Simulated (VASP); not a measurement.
# Na2LiSCl in VASP: a series of runs

Runs on Na2LiSCl. Level: PBE+D3(BJ). Tasks: single point.

All numbers are computed with VASP 6.6.1; they aren't measurements. Logs are shortened: lines on timing, memory, paths and dates and some standing lists are left out, and cuts for length are marked.

## Step 1: The cell of the first run

The cell holds a disordered packing, 20 atoms: a = 7.410 Å, b = 7.255 Å, c = 7.725 Å, α = 88.32°, β = 87.47°, γ = 89.77°.

## Step 2: Single point, PBE+D3(BJ)

File INCAR:

```
SYSTEM = Na2LiSCl
PREC     = Accurate       ! precision mode
ENCUT    = 650            ! plane-wave cutoff, eV
EDIFF    = 1E-6           ! SCF threshold, eV
ISMEAR   = -1             ! smearing method
SIGMA    = 0.062          ! smearing width, eV
LREAL    = Auto         
LASPH    = .TRUE.         ! aspherical terms in the spheres
NELM     = 120            ! most SCF steps
ALGO     = Normal         ! electronic algorithm
ISIF     = 2              ! what is computed and relaxed
LWAVE    = .FALSE.        ! write WAVECAR
LCHARG   = .TRUE.         ! write CHGCAR
GGA      = PE             ! functional
IVDW     = 12             ! dispersion correction
LELF     = .TRUE.         ! ELF
LVHAR    = .TRUE.       
NBANDS   = 76             ! bands
ISYM     = -1           
GGA_COMPAT= .FALSE.
```

File KPOINTS:

```
explicit points
1
Reciprocal
  0.25000000   0.25000000   0.25000000 1
```

File POSCAR:

```
Na2LiSCl
1.0
    7.4085490000      0.0137370000      0.1666930000
    0.0137370000      7.2540610000      0.1094660000
    0.1666930000      0.1094660000      7.7222800000
Na S Li Cl
8 4 4 4
Direct
    0.9978651581      0.9525384979      0.7127597399
    0.0501977641      0.6742765358      0.2826385509
    0.7100389780      0.7896733166      1.0222606657
    0.1769298643      0.1301778344      0.3337343354
    0.8607607734      0.3193698254      0.9739968076
    0.5270049028      0.4729764499      0.7663613766
    0.3802150295      1.0307111438      0.8358985934
    0.5797218886      0.8446191985      0.5117038406
    0.2070831484      0.2842955055      0.6519408772
    0.7526568195      0.5040129177      0.2752571907
    0.2730055926      0.8020161349      0.6061585931
    0.6910056435      0.1508992166      0.6967234887
    0.5977054430      0.2364097696      0.4174942963
    0.1643935365      0.5809840777      0.8154658657
    0.9094303170      0.4104852385      0.5452304443
    0.3231954412      0.5343623364      0.4708428178
    0.5016611460      0.9978734102      0.1709671739
    0.8620858648      0.6362461120      0.7429377080
   -0.0097027758      0.9543676515      0.1169415737
    0.2781835417      0.4806603689      0.0620828023
```

Potentials or basis: VASP PAW PBE potentials, release 64 (Na_pv, S, Li_sv, Cl).

Command:

```
$ cat potpaw_PBE.64/Na_pv/POTCAR potpaw_PBE.64/S/POTCAR potpaw_PBE.64/Li_sv/POTCAR potpaw_PBE.64/Cl/POTCAR > POTCAR
$ mpirun -np 1 vasp_std > vasp.out
```

OUTCAR:

```text
SYSTEM = Na2LiSCl
   PREC = Accurate
   ENCUT = 650
   EDIFF = 1E-6
   ISMEAR = -1
   LREAL = Auto
   LASPH = .TRUE.
   NELM = 120
   ISIF = 2
   GGA = PE
   IVDW = 12
   ISYM = -1
 IVDW          = 12

 ion  position               nearest neighbor table
   1  0.998  0.953  0.713-  11 2.43  18 2.51  12 2.69
   2  0.050  0.674  0.283-  19 2.42  10 2.54
   3  0.710  0.790  0.022-  17 2.43  19 2.55  18 2.66
   4  0.177  0.130  0.334-  19 2.59   9 2.75
   5  0.861  0.319  0.974-
   6  0.527  0.473  0.766-  12 2.69
   7  0.380  0.031  0.836-  11 2.62  12 2.64   9 2.65
   8  0.580  0.845  0.512-  11 2.37
   9  0.207  0.284  0.652-  16 2.40  14 2.54  15 2.55   7 2.65   4 2.75
  10  0.753  0.504  0.275-  13 2.47  15 2.51   2 2.54
  11  0.273  0.802  0.606-  16 2.25  14 2.36   8 2.37   1 2.43   7 2.62
  12  0.691  0.151  0.697-  13 2.36   7 2.64   6 2.69   1 2.69  15 2.70
  13  0.598  0.236  0.417-  12 2.36  10 2.47
  14  0.164  0.581  0.815-  20 2.22  11 2.36  18 2.36   9 2.54
  15  0.909  0.410  0.545-  18 2.29  10 2.51   9 2.55  12 2.70
  16  0.323  0.534  0.471-  11 2.25   9 2.40
  17  0.502  0.998  0.171-   3 2.43
  18  0.862  0.636  0.743-  15 2.29  14 2.36   1 2.51   3 2.66
  19  0.990  0.954  0.117-   2 2.42   3 2.55   4 2.59
  20  0.278  0.481  0.062-  14 2.22

IMPORTANT INFORMATION: All symmetrisations will be switched off!
NOSYMM: (Re-)initialisation of all symmetry stuff for point group C_1.

----------------------------------------------------------------------------------------

                                     Primitive cell

  volume of cell :     414.7200

  direct lattice vectors                    reciprocal lattice vectors
     7.408549000  0.013737000  0.166693000     0.135045112 -0.000211790 -0.002912079
     0.013737000  7.254061000  0.109466000    -0.000211790  0.137883644 -0.001949977
     0.166693000  0.109466000  7.722280000    -0.002912079 -0.001949977  0.129585936

  length of vectors
     7.410436799  7.254899896  7.724854546     0.135076672  0.137897595  0.129633319

  position of ions in fractional coordinates (direct lattice)
     0.997865158  0.952538498  0.712759740
     0.050197764  0.674276536  0.282638551
     0.710038978  0.789673317  0.022260666
     0.176929864  0.130177834  0.333734335
     0.860760773  0.319369825  0.973996808
     0.527004903  0.472976450  0.766361377
[... 12 lines left out ...]
     0.990297224  0.954367652  0.116941574
     0.278183542  0.480660369  0.062082802

  ion indices of the primitive-cell ions
   primitive index   ion index
                 1           1
                 2           2
                 3           3
                 4           4
                 5           5
                 6           6
[... 12 lines left out ...]
                19          19
                20          20

----------------------------------------------------------------------------------------

 KPOINTS: explicit points

Read explicit list of k-points.

 Found      1 k-points:

 Following reciprocal coordinates:
            Coordinates               Weight
  0.250000  0.250000  0.250000      1.000000
   k-points           NKPTS =      1   k-points in BZ     NKDIM =      1   number of bands    NBANDS=     76
   number of dos      NEDOS =    301   number of ions     NIONS =     20
   total plane-waves  NPLWV = 245760
   dimension x,y,z NGX =    64 NGY =   60 NGZ =   64
   dimension x,y,z NGXF=   128 NGYF=  120 NGZF=  128
   ions per type =               8   4   4   4
   NGX,Y,Z   is equivalent  to a cutoff of  14.36, 13.75, 13.77 a.u.
   NGXF,Y,Z  is equivalent  to a cutoff of  28.72, 27.50, 27.55 a.u.
 SYSTEM =  Na2LiSCl
   PREC   = accura    normal or accurate (medium, high low for compatibility)
   ISTART =      0    job   : 0-new  1-cont  2-samecut
   ICHARG =      2    charge: 1-file 2-atom 10-const
   ISPIN  =      1    spin polarized calculation?
   LNONCOLLINEAR =      F non collinear calculations
   LSORBIT =      F    spin-orbit coupling
   LASPH  =      T    aspherical Exc in radial PAW
   ENCUT  =  650.0 eV  47.77 Ry    6.91 a.u.  15.40 15.08 16.06*2*pi/ulx,y,z
   NELM   =    120;   NELMIN=  2; NELMDL= -5     # of ELM steps
   EDIFF  = 0.1E-05   stopping-criterion for ELM
   LREAL  =      T    real-space projection
   EDIFFG = 0.1E-04   stopping-criterion for IOM
   NSW    =      0    number of steps for IOM
   IBRION =     -1    ionic relax: 0-MD 1-quasi-New 2-CG
   NFREE  =      0    steps in history (QN), initial steepest desc. (CG)
   ISIF   =      2    stress and relaxation
   ISYM   =     -1    0-nonsym 1-usesym 2-fastsym
   POTIM  = 0.5000    time-step for ionic-motion
   TEBEG  =    0.0;   TEEND  =   0.0 temperature during run
   PSTRESS=    0.0 pullay stress
   NELECT =     120.0000    total number of electrons
   NUPDOWN=      -1.0000    fix difference up-down
   EMIN   =  10.00;   EMAX   =-10.00  energy-range for DOS
   EFERMI =   0.00;   METHOD = LEGACY
   ISMEAR =    -1;   SIGMA  =   0.06  broadening in eV -4-tet -1-fermi 0-gaus
   EFERMI_NEDOS =   21; number of points for ismear=-14 and -15
   IALGO  =     38    algorithm
   IMIX   =      4    mixing-type and parameters
     AMIX     =   0.40;   BMIX     =  1.00
     AMIX_MAG =   1.60;   BMIX_MAG =  1.00
  volume/ion in A,a.u.               =      20.74       139.93
  Fermi-wavevector in a.u.,A,eV,Ry     =   1.082805  2.046205 15.952378  1.172467
  Thomas-Fermi vector in A             =   2.218856
   LORBIT       =      0    0 simple, 1 ext, 2 COOP (PROOUT), +10 PAW based schemes
   GGA     = PE    functional components
   LHFCALC =     F    Hartree Fock is set to
   AEXX    =    0.0000 exact exchange contribution
   IVDW    =    12    specifies the selected vdW correction
   LEPSILON=     F    determine dielectric tensor
   LRPA    =     F    only Hartree local field effects (RPA)
 non-spin polarized calculation
  energy-cutoff  :      650.00
  volume of cell :      414.72
 maximum number of plane-waves:     15610
 NGX is ok and might be reduce to    64
   NGX = 31   NGY = 31   NGZ = 33

 number of electron     120.0000005 magnetization

 Free energy of the ion-electron system (eV)
  ---------------------------------------------------
  ext. energy  EPLUGINS =         0.00000000
  ---------------------------------------------------
  free energy    TOTEN  =       -66.21013886 eV

  energy without entropy =      -66.21013886  energy(sigma->0) =      -66.21013886

 E-fermi :   2.8391     XC(G=0):  -8.0780

 val. band max:        1.2132384082   @ k =   0.2500   0.2500   0.2500
 cond. band min:       4.3840362173   @ k =   0.2500   0.2500   0.2500
 fundamental gap:      3.1707978091
 Fermi energy:         2.8390847252

 k-point     1 :       0.2500    0.2500    0.2500
  band No.  band energies     occupation
      1     -44.1462      2.00000
      2     -43.7865      2.00000
      3     -43.4692      2.00000
      4     -43.4528      2.00000
      5     -22.1494      2.00000
      6     -22.0984      2.00000
[... 64 lines left out ...]
     71       7.4438      0.00000
     72       7.7053      0.00000
 [bands above 72 left out]

------------------------ aborting loop because EDIFF is reached ----------------------------------------

 Edisp (eV)   -4.61643

 E8    (eV) :    -1.9420

  FORCE on cell =-STRESS in cart. coord.  units (eV):
  Direction    XX          YY          ZZ          XY          YZ          ZX
  --------------------------------------------------------------------------------------
  -------------------------------------------------------------------------------------
  Total       8.94946     6.02684    -5.43799    -0.30402     0.66282    -0.10102
  in kB      34.57422    23.28336   -21.00845    -1.17451     2.56066    -0.39029
  external pressure =       12.28 kB  Pullay stress =        0.00 kB

 VOLUME and BASIS-vectors are now :
 -----------------------------------------------------------------------------
  energy-cutoff  :      650.00
  volume of cell :      414.72
      direct lattice vectors                 reciprocal lattice vectors
     7.408549000  0.013737000  0.166693000     0.135045112 -0.000211790 -0.002912079
     0.013737000  7.254061000  0.109466000    -0.000211790  0.137883644 -0.001949977
     0.166693000  0.109466000  7.722280000    -0.002912079 -0.001949977  0.129585936

 POSITION                                       TOTAL-FORCE (eV/Angst)
 -----------------------------------------------------------------------------------
      7.52463      7.00150      5.77474        -0.567655      1.206878      0.248483
      0.42827      4.92287      2.26479         0.493127     -0.145240      0.194884
      5.27492      5.74053      0.37670         0.043200     -0.456314      0.110876
      1.36821      0.98328      2.62093         0.297818      0.008097      0.041681
      6.54373      2.43517      7.69992         0.119966     -0.397184      0.234367
      4.03859      3.52213      6.05768        -0.303435     -0.294072      0.152925
[... 12 lines left out ...]
      7.36927      6.94945      1.17260         0.211941      0.977746     -0.668825
      2.07789      3.49736      0.57841         0.064549      0.023273      0.573096
 -----------------------------------------------------------------------------------
    total drift:                               -0.016371      0.002952     -0.001854

  FREE ENERGIE OF THE ION-ELECTRON SYSTEM (eV)
  ---------------------------------------------------
  free  energy   TOTEN  =       -70.8265675632 eV

  energy  without entropy=      -70.8265675631  energy(sigma->0) =      -70.82656756
```

Wall time 70 s (1 thread of AMD EPYC 9R45 (Zen 5), shared host); peak memory 0.49 GiB.

What came out:

```yaml
Free_energy: -70.8266 eV
Pressure: 1.2 GPa
Largest_force: 1.733 eV/Å
Dispersion_energy_per_atom: -0.231 eV
```

Forces in eV/Å, atoms in the order of the input:
```
Na  -0.568  1.207  0.248
Na   0.493 -0.145  0.195
Na   0.043 -0.456  0.111
Na   0.298  0.008  0.042
Na   0.120 -0.397  0.234
Na  -0.303 -0.294  0.153
Na  -0.040  0.320  0.510
Na   1.535  0.176 -0.784
S   -0.305  1.036 -0.933
S   -0.573 -0.493  0.636
S   -0.161 -1.218 -0.307
S    0.561  0.031 -0.291
Li   0.231  0.161 -0.304
Li  -0.097 -0.232 -0.506
Li  -0.206 -0.671  0.114
Li   0.098 -0.439 -0.068
Cl  -0.571  0.714  0.708
Cl  -0.832 -0.306  0.339
Cl   0.212  0.978 -0.669
Cl   0.065  0.023  0.573
```

Levels at points of the mesh, in eV from the Fermi level:
| k point | band 58 | band 59 | band 60 | band 61 | band 62 | band 63 |
| --- | --- | --- | --- | --- | --- | --- |
| (0.25, 0.25, 0.25) | -2.07 | -1.94 | -1.63 | 1.54 | 2.30 | 2.43 |

Caveat: the atoms stand as in a frame of molecular dynamics.

## Step 3: Single point, PBE+D3(BJ)

File INCAR:

```
SYSTEM = Na2LiSCl
ALGO = Normal
EDIFF = 1E-6
ENCUT = 650
GGA = PE
GGA_COMPAT = .FALSE.
ISIF = 2
ISMEAR = -1
ISYM = -1
IVDW = 12
LASPH = .TRUE.
LCHARG = .FALSE.
LREAL = Auto
LWAVE = .FALSE.
NBANDS = 76
NELM = 120
PREC = Accurate
SIGMA = 0.062
```

KPOINTS is that of step 2.

File POSCAR:

```
Na2LiSCl
1.0
    7.4085490000      0.0137370000      0.1666930000
    0.0137370000      7.2540610000      0.1094660000
    0.1666930000      0.1094660000      7.7222800000
Na S Li Cl
8 4 4 4
Direct
    1.0037802422      0.9610818465      0.7090670210
    0.0466895672      0.6474525159      0.2630824237
    0.6933990624      0.7591910393      1.0335050819
    0.2140271369      0.1500761715      0.2909232683
    0.8839599927      0.3157694684      0.9662274660
    0.4895472633      0.4597783031      0.7314712502
    0.3402604651      1.0212497510      0.8390080180
    0.6506579810      0.8174762232      0.4480799734
    0.1914817673      0.2397833674      0.6007933154
    0.7268608732      0.4755892482      0.2577758807
    0.2533935549      0.7486277561      0.5184232872
    0.6867005528      0.1245570147      0.6434839279
    0.6488998593      0.2191508312      0.3609756925
    0.1345232834      0.5080946120      0.7026267923
    0.8530615366      0.3704708593      0.5431940632
    0.3563923960      0.4767729489      0.4018707499
    0.5019702455      1.0304626610      0.1237866858
    0.8188133711      0.5868287223      0.7557471045
   -0.0189523309      0.9880484746      0.0783023287
    0.2883296696      0.4824377463      0.0726561238
```

Potentials or basis: VASP PAW PBE potentials, release 64 (Na_pv, S, Li_sv, Cl).

Command:

```
$ cat potpaw_PBE.64/Na_pv/POTCAR potpaw_PBE.64/S/POTCAR potpaw_PBE.64/Li_sv/POTCAR potpaw_PBE.64/Cl/POTCAR > POTCAR
$ mpirun -np 1 vasp_std > vasp.out
```

Run time: 62 s. Hardware: 1 thread of AMD EPYC 9R45 (Zen 5), shared host; peak memory 0.5 GiB.

It converged, with:

* Free energy: -71.2537 eV
* Pressure: 0.9 GPa
* Largest force: 1.363 eV/Å
* Dispersion energy per atom: -0.231 eV

Forces in eV/Å, atoms in the order of the input:
```
Na  -0.517 -0.455 -0.280
Na   0.015  0.378 -0.011
Na  -0.064 -0.063 -0.107
Na  -0.224 -0.660 -0.441
Na  -0.226 -0.403  0.171
Na  -0.148 -0.441  0.161
Na   0.469 -0.022 -0.442
Na  -0.487 -0.064  0.116
S    0.113  0.971  0.032
S    0.378  1.252  0.373
S    0.457 -0.200  0.704
S   -0.239 -0.229  0.197
Li  -0.501 -1.268 -0.003
Li  -0.162  0.962  0.016
Li   0.481 -0.226 -0.206
Li   0.171  0.192 -0.271
Cl   0.221  0.159  0.586
Cl   0.142  0.640 -0.153
Cl   0.304 -0.326 -0.047
Cl  -0.183 -0.196 -0.396
```

Stress tensor (GPa, compression positive):
```
 1.22  0.18  0.75
 0.18  2.36  0.50
 0.75  0.50 -0.95
```

Levels at points of the mesh, in eV from the Fermi level:
```csv
k point,band 58,band 59,band 60,band 61,band 62,band 63
"(0.25, 0.25, 0.25)",-2.02,-1.69,-1.49,1.71,2.41,2.60
```

Caveat: the atoms stand as in a frame of molecular dynamics.
